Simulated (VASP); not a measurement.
# AlCu (Pm-3m) in VASP: notebook, part 2 of 2

VASP 6.6.1.

### 3 Single point, r2SCAN (volume scaled by 0.97)

POSCAR

```
AlCu
1.0
    2.9269754131      0.0000000000      0.0000000000
    0.0000000000      2.9269754131      0.0000000000
    0.0000000000      0.0000000000      2.9269754131
Al Cu
1 1
Direct
    0.0000000000      0.0000000000      0.0000000000
    0.5000000000      0.5000000000      0.5000000000
```

INCAR.step1

```
SYSTEM = AlCu
PREC = Accurate ; ENCUT = 520
ISMEAR = 0 ; SIGMA = 0.1
LREAL = .FALSE. ; LASPH = .TRUE.
NELM = 80 ; NBANDS = 14
GGA = PE ; ALGO = Normal
EDIFF = 1E-4 ; LWAVE = .TRUE.
LCHARG = .FALSE.
```

INCAR.step2

```
SYSTEM = AlCu
PREC = Accurate ; ENCUT = 520
EDIFF = 1E-7 ; ISMEAR = 0
SIGMA = 0.1 ; LREAL = .FALSE.
LASPH = .TRUE. ; NELM = 80
ALGO = Normal ; ISIF = 2
LWAVE = .FALSE. ; LCHARG = .FALSE.
METAGGA = R2SCAN ; LMIXTAU = .TRUE.
NBANDS = 14 ; ISTART = 1
```

KPOINTS

```
Automatic mesh
0
G
  14 14 14
  0 0 0
```

Potentials or basis: VASP PAW PBE potentials, release 64 (Al, Cu).

Command:

```sh
cat potpaw_PBE.64/Al/POTCAR potpaw_PBE.64/Cu/POTCAR > POTCAR
cp INCAR.step1 INCAR
mpirun -np 1 vasp_std > vasp.out
cp INCAR.step2 INCAR
mpirun -np 1 vasp_std > vasp.out
```

Run time: 64 s. Hardware: 1 thread of Intel Xeon 6975P-C (Granite Rapids), shared host; peak memory 0.17 GiB.

Results (log left out):

```
Free energy            : -17.8865 eV
Pressure               : 4.3 GPa
Band gap on the k mesh : zero (band 7 reaches 14.23 eV, above the bottom of band 8 at 9.06 eV)
```

Levels at points of the mesh, in eV from the Fermi level:
```tsv
k point	band 5	band 6	band 7	band 8	band 9	band 10
(0.00, 0.00, 0.00)	-4.32	-4.32	4.28	4.28	4.28	6.56
(0.50, 0.00, 0.00)	-4.81	-4.25	-3.51	7.50	8.73	8.73
(0.50, 0.50, 0.00)	-4.31	-4.31	-3.93	-0.88	0.16	11.65
(0.50, 0.50, 0.50)	-3.91	0.54	0.54	0.54	2.39	2.39
```

Caveat: the cell differs from its parent crystal (volume scaled by 0.97); the PAW data sets were made with another functional, which shifts forces and pressure a little.

### 4 Single point, r2SCAN

This run uses another cell than the first one, of 12.93 Å³/atom, 1.064 times its volume.

POSCAR

```
AlCu
1.0
    2.9568445721      0.0000000000      0.0000000000
    0.0000000000      2.9568445721      0.0000000000
    0.0000000000      0.0000000000      2.9568445721
Al Cu
1 1
Direct
    0.0000000000      0.0000000000      0.0000000000
    0.5000000000      0.5000000000      0.5000000000
```

INCAR.step1

```
SYSTEM = AlCu
ALGO = Normal
EDIFF = 1E-4
ENCUT = 520
GGA = PE
ISMEAR = 0
LASPH = .TRUE.
LCHARG = .FALSE.
LREAL = .FALSE.
LWAVE = .TRUE.
NBANDS = 14
NELM = 80
PREC = Accurate
SIGMA = 0.1
```

INCAR.step2

```
SYSTEM = AlCu
ALGO = Normal
EDIFF = 1E-7
ENCUT = 520
ISIF = 2
ISMEAR = 0
ISTART = 1
LASPH = .TRUE.
LCHARG = .FALSE.
LMIXTAU = .TRUE.
LREAL = .FALSE.
LWAVE = .FALSE.
METAGGA = R2SCAN
NBANDS = 14
NELM = 80
PREC = Accurate
SIGMA = 0.1
```

KPOINTS

```
k-points
0
G
  14 14 14
  0 0 0
```

Command:

```sh
cat potpaw_PBE.64/Al/POTCAR potpaw_PBE.64/Cu/POTCAR > POTCAR
cp INCAR.step1 INCAR
mpirun -np 1 vasp_std > vasp.out
cp INCAR.step2 INCAR
mpirun -np 1 vasp_std > vasp.out
```

Wall time 48 s (1 thread of Intel Xeon 6975P-C (Granite Rapids), shared host); peak memory 0.18 GiB.

Results (log left out):

```
Free energy            : -17.8967 eV
Pressure               : 0.0 GPa
Band gap on the k mesh : zero (band 7 reaches 13.75 eV, above the bottom of band 8 at 8.68 eV)
```

Levels at points of the mesh, in eV from the Fermi level:
```tsv
k point	band 4	band 5	band 6	band 7	band 8	band 9	band 10	band 11
(0.00, 0.00, 0.00)	-4.20	-4.20	-4.20	4.20	4.20	4.20	6.51	6.51
(0.50, 0.00, 0.00)	-4.67	-4.67	-4.14	-3.43	7.49	8.63	8.63	9.40
(0.50, 0.50, 0.00)	-4.56	-4.18	-4.18	-3.83	-0.87	0.07	11.34	13.66
(0.50, 0.50, 0.50)	-3.81	-3.81	0.62	0.62	0.62	2.31	2.31	2.31
```

Caveat: the PAW data sets were made with another functional, which shifts forces and pressure a little.

### 5 Single point, r2SCAN (volume scaled by 1.03)

POSCAR

```
AlCu
1.0
    2.9861221650      0.0000000000      0.0000000000
    0.0000000000      2.9861221650      0.0000000000
    0.0000000000      0.0000000000      2.9861221650
Al Cu
1 1
Direct
    0.0000000000      0.0000000000      0.0000000000
    0.5000000000      0.5000000000      0.5000000000
```

INCAR.step1

```
SYSTEM = AlCu
ALGO     = Normal         ! electronic algorithm
EDIFF    = 1E-4           ! SCF threshold, eV
ENCUT    = 520            ! plane-wave cutoff, eV
GGA      = PE             ! functional
ISMEAR   = 0              ! smearing method
LASPH    = .TRUE.         ! aspherical terms in the spheres
LCHARG   = .FALSE.        ! write CHGCAR
LREAL    = .FALSE.        ! projectors in reciprocal space
LWAVE    = .TRUE.         ! write WAVECAR
NBANDS   = 14             ! bands
NELM     = 60             ! most SCF steps
PREC     = Accurate       ! precision mode
SIGMA    = 0.1            ! smearing width, eV
```

INCAR.step2

```
SYSTEM = AlCu
ALGO     = Normal         ! electronic algorithm
EDIFF    = 1E-7           ! SCF threshold, eV
ENCUT    = 520            ! plane-wave cutoff, eV
ISIF     = 2              ! what is computed and relaxed
ISMEAR   = 0              ! smearing method
ISTART   = 1            
LASPH    = .TRUE.         ! aspherical terms in the spheres
LCHARG   = .FALSE.        ! write CHGCAR
LMIXTAU  = .TRUE.       
LREAL    = .FALSE.        ! projectors in reciprocal space
LWAVE    = .FALSE.        ! write WAVECAR
METAGGA  = R2SCAN         ! meta-GGA
NBANDS   = 14             ! bands
NELM     = 60             ! most SCF steps
PREC     = Accurate       ! precision mode
SIGMA    = 0.1            ! smearing width, eV
```

KPOINTS is that of step 4.

Command:

```sh
cat potpaw_PBE.64/Al/POTCAR potpaw_PBE.64/Cu/POTCAR > POTCAR
cp INCAR.step1 INCAR
mpirun -np 1 vasp_std > vasp.out
cp INCAR.step2 INCAR
mpirun -np 1 vasp_std > vasp.out
```

Wall time 52 s (1 thread of Intel Xeon 6975P-C (Granite Rapids), shared host); peak memory 0.18 GiB.

It converged, with:

```yaml
Free_energy: -17.8877 eV
Pressure: -3.7 GPa
Band_gap_on_the_k_mesh: zero (band 7 reaches 13.29 eV, above the bottom of band 8 at 8.31 eV)
```

Levels at points of the mesh, in eV from the Fermi level:
| k point | band 3 | band 4 | band 5 | band 6 | band 7 | band 8 | band 9 | band 10 | band 11 | band 12 |
| --- | --- | --- | --- | --- | --- | --- | --- | --- | --- | --- |
| (0.00, 0.00, 0.00) | -5.19 | -4.08 | -4.08 | -4.08 | 4.13 | 4.13 | 4.13 | 6.48 | 6.48 | 11.26 |
| (0.50, 0.00, 0.00) | -4.90 | -4.54 | -4.54 | -4.02 | -3.35 | 7.49 | 8.53 | 8.53 | 9.17 | 9.17 |
| (0.50, 0.50, 0.00) | -4.43 | -4.43 | -4.06 | -4.06 | -3.73 | -0.85 | -0.01 | 11.06 | 13.49 | 13.49 |
| (0.50, 0.50, 0.50) | -5.75 | -3.71 | -3.71 | 0.69 | 0.69 | 0.69 | 2.25 | 2.25 | 2.25 | 2.49 |

Caveat: the cell differs from its parent crystal (volume scaled by 1.03); the PAW data sets were made with another functional, which shifts forces and pressure a little.

### 6 Single point, r2SCAN

This run uses another cell than the first one, of 13.47 Å³/atom, 1.108 times its volume.

POSCAR

```
AlCu
1.0
    2.9975090000      0.0000000000      0.0000000000
    0.0000000000      2.9975090000      0.0000000000
    0.0000000000      0.0000000000      2.9975090000
Al Cu
1 1
Direct
    0.0000000000      0.0000000000      0.0000000000
    0.5000000000      0.5000000000      0.5000000000
```

INCAR.step1

```
  ALGO = Normal
  EDIFF = 1E-4
  ENCUT = 520
  GGA = PE
  ISMEAR = 0
  LASPH = True
  LCHARG = False
  LREAL = False
  LWAVE = True
  NBANDS = 14
  NELM = 100
  PREC = Accurate
  SIGMA = 0.1
```

INCAR.step2

```
  ALGO = Normal
  EDIFF = 1E-6
  ENCUT = 520
  ISIF = 2
  ISMEAR = 0
  ISTART = 1
  LASPH = True
  LCHARG = False
  LMIXTAU = True
  LREAL = False
  LWAVE = False
  METAGGA = R2SCAN
  NBANDS = 14
  NELM = 100
  PREC = Accurate
  SIGMA = 0.1
```

KPOINTS

```
k-points
0
Gamma
  14 14 14
```

Potentials or basis: VASP PAW PBE potentials, release 64 (Al, Cu).

Command:

```sh
cat potpaw_PBE.64/Al/POTCAR potpaw_PBE.64/Cu/POTCAR > POTCAR
cp INCAR.step1 INCAR
mpirun -np 1 vasp_std > vasp.out
cp INCAR.step2 INCAR
mpirun -np 1 vasp_std > vasp.out
```

Wall time 50 s (1 thread of Intel Xeon 6975P-C (Granite Rapids), shared host); peak memory 0.18 GiB.

The run converged. Its results:

```
Free energy            : -17.8795 eV
Pressure               : -4.9 GPa
Band gap on the k mesh : zero (band 7 reaches 13.12 eV, above the bottom of band 8 at 8.18 eV)
```

Levels at points of the mesh, in eV from the Fermi level:
| k point | band 3 | band 4 | band 5 | band 6 | band 7 | band 8 | band 9 | band 10 | band 11 | band 12 |
| --- | --- | --- | --- | --- | --- | --- | --- | --- | --- | --- |
| (0.00, 0.00, 0.00) | -5.12 | -4.03 | -4.03 | -4.03 | 4.10 | 4.10 | 4.10 | 6.46 | 6.46 | 11.10 |
| (0.50, 0.00, 0.00) | -4.84 | -4.48 | -4.48 | -3.98 | -3.32 | 7.48 | 8.50 | 8.50 | 9.08 | 9.08 |
| (0.50, 0.50, 0.00) | -4.37 | -4.37 | -4.00 | -4.00 | -3.69 | -0.84 | -0.04 | 10.95 | 13.42 | 13.42 |
| (0.50, 0.50, 0.50) | -5.68 | -3.68 | -3.68 | 0.73 | 0.73 | 0.73 | 2.23 | 2.23 | 2.23 | 2.41 |

Caveat: the PAW data sets were made with another functional, which shifts forces and pressure a little.

### 7 Overview

| cell | gap on the mesh (eV) | pressure (GPa) |
| --- | --- | --- |
| a = 2.896 Å, 2 atoms | none | 10.4 |
| a = 2.927 Å, 2 atoms | none | 4.3 |
| a = 2.957 Å, 2 atoms | none | 0.0 |
| a = 2.986 Å, 2 atoms | none | -3.7 |
| a = 2.998 Å, 2 atoms | none | -4.9 |

Alike in all rows: task single point; level r2SCAN; potentials or basis VASP PAW PBE potentials, release 64 (Al, Cu); no spin polarisation; k mesh 14 × 14 × 14; cutoff (eV) 520; smearing gaussian 0.1 eV.

Caveats: the PAW data sets were made with another functional, which shifts forces and pressure a little.

Total energies depend on the potentials used, so only differences within one code and one set of settings carry meaning.
